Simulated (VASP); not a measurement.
Write the native input for VASP 6.6.1 that does the following.

- Task: single point
- Functional: PBEsol
- Potentials or basis: VASP PAW PBE potentials, release 64 (Al)
- Cutoff: 400 eV
- k mesh: 3 × 3 × 1
- Occupations: fermi-dirac, width 0.15 eV
- Spin: no spin polarisation
- Dipole correction: no
- Further INCAR settings: ALGO = Normal; EDIFF = 1e-06; NBANDS = 32; NELMDL = -8

The structure of Al lies in POSCAR:

```
Al
1.0
    5.7275650000      0.0000000000      0.0000000000
    2.8637820000      4.9602170000      0.0000000000
    0.0000000000      0.0000000000     17.6765370000
Al
13
Direct
    0.1666684945      0.1666660955      0.0565721668
    0.6666715499      0.1666660955      0.0565721668
    0.1666709227      0.6666643818      0.0565721668
    0.6666739781      0.6666643818      0.0565721668
   -0.1477413665      0.3423438934      0.1845836659
    0.3343750174      0.3264373313      0.1831297612
   -0.1820821091      0.8672402840      0.1934485244
    0.3430380186      0.8408906304      0.1894036145
   -0.0122025751     -0.0114914327      0.3293122403
    0.4938349022      0.0043748086      0.3195422271
   -0.0061007725      0.5121348522      0.3272530134
    0.5247955304      0.4863496899      0.3091046623
    0.3960461450      0.7574668608      0.4306839060
```

The input as run:

INCAR

```
  ALGO = Normal
  EDIFF = 1E-6
  ENCUT = 400
  GGA = PS
  GGA_COMPAT = False
  ISIF = 2
  ISMEAR = -1
  LASPH = True
  LCHARG = True
  LELF = True
  LREAL = False
  LVHAR = True
  LWAVE = False
  NBANDS = 32
  NELM = 120
  NELMDL = -8
  PREC = Accurate
  SIGMA = 0.15
```

KPOINTS

```
k-points
0
Gamma
  3 3 1
```

Potentials or basis: VASP PAW PBE potentials, release 64 (Al).

Launch:

```bash
$ cat potpaw_PBE.64/Al/POTCAR > POTCAR
$ mpirun -np 1 vasp_std > vasp.out
```

Results of the run:

The largest force is 0.769 eV/Å.

Caveat: the k points lie up to 0.42 Å⁻¹ apart; the PAW data sets were made with another functional, which shifts forces and pressure a little.

It took 2.9 min on 1 thread of AMD EPYC 7R13, on a shared host, peak memory 0.4 GiB.
